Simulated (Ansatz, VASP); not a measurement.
K in VASP and in Ansatz

File INCAR:

```
SYSTEM = K
PREC = Accurate ; ENCUT = 520
EDIFF = 1E-7 ; ISMEAR = -1
SIGMA = 0.05 ; LREAL = .FALSE.
LASPH = .TRUE. ; NELM = 60
ALGO = Normal ; ISIF = 2
LWAVE = .FALSE. ; LCHARG = .TRUE.
GGA = PS ; LELF = .TRUE.
LVHAR = .TRUE. ; NBANDS = 10
```

The input KPOINTS:

```
Automatic mesh
0
G
  12 12 12
  0 0 0
```

Contents of POSCAR:

```
K
1.0
   -2.5408897001      2.5408897001      2.5408897001
    2.5408897001     -2.5408897001      2.5408897001
    2.5408897001      2.5408897001     -2.5408897001
K
1
Direct
    0.0000000000      0.0000000000      0.0000000000
```

Input for Ansatz:

```yaml
crystal:
  lattice:
    - [-2.5408897001, 2.5408897001, 2.5408897001]
    - [2.5408897001, -2.5408897001, 2.5408897001]
    - [2.5408897001, 2.5408897001, -2.5408897001]
  atoms:
    - { symbol: K, position: [0.0, 0.0, 0.0] }
kpoints:
  mp_grid: { grid: [12, 12, 12] }
scf:
  occupations: { method: fermi_dirac, width: 0.05 }
hamiltonian:
  xc: pbesol
  pseudopotentials: { kind: paw }
output:
  forces: true
  stress: true
  eigenvalues: true
  populations: true
```

Change from the starting cell: volume scaled by 0.92, PAW files.

Alike in both runs: task single point; functional PBEsol; k mesh 12 × 12 × 12; occupations fermi-dirac, width 0.05 eV; no spin polarisation.

|  | VASP | Ansatz |
| --- | --- | --- |
| version | VASP 6.6.1 | Ansatz 0.2.0 |
| potentials or method | VASP PAW PBE potentials, release 64 (K_sv) | PAW with Ansatz's default frozen-core files, scalar-relativistic |
| plane-wave cutoff (eV) | 520 | 420 |
| valence electrons in the cell | 9 | 9 |

|  | VASP | Ansatz | Ansatz less VASP |
| --- | --- | --- | --- |
| pressure (GPa) | 0.3 | 0.3 | +0.01 |

VASP's potentials were made for PBE, not for PBEsol. With one functional, cell and mesh, what is left measures potentials, basis and numerics.
